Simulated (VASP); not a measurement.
Runs of VASP 6.6.1 on Re2W. The structure is that of space group Pn-3m (No. 224), or close to it. The cells are those of the table. 

| task | spin | cell | k mesh | cutoff (eV) | gap on the mesh (eV) | pressure (GPa) |
| --- | --- | --- | --- | --- | --- | --- |
| single point | collinear, ferromagnetic start | a = 5.324 Å, 6 atoms | 4 × 4 × 4 | 520 | none | 1.4 |
| relaxation of cell and atoms | off | relaxed from a = 5.324 Å, 6 atoms | 8 × 8 × 8 | 600 | none | 0.0 |
| single point | off | a = 4.741 Å, 6 atoms | 4 × 4 × 4 | 520 | none | (a) |
| single point | off | a = 5.326 Å, 6 atoms | 8 × 8 × 8 | 520 | none | 1.3 |

Alike in all rows: level PBE; potentials or basis VASP PAW PBE potentials, release 64 (Re, W_sv); smearing gaussian 0.1 eV.

Problem. Estimate the missing entries.

Solution. (a) 96.0.

Caveats: spin-orbit coupling is left out, which moves the levels of the heavy elements.

A k mesh can miss the band edges, and the runs leave out spin-orbit coupling on Re, W.

A gap of «none» marks levels without a gap at the run's occupations.
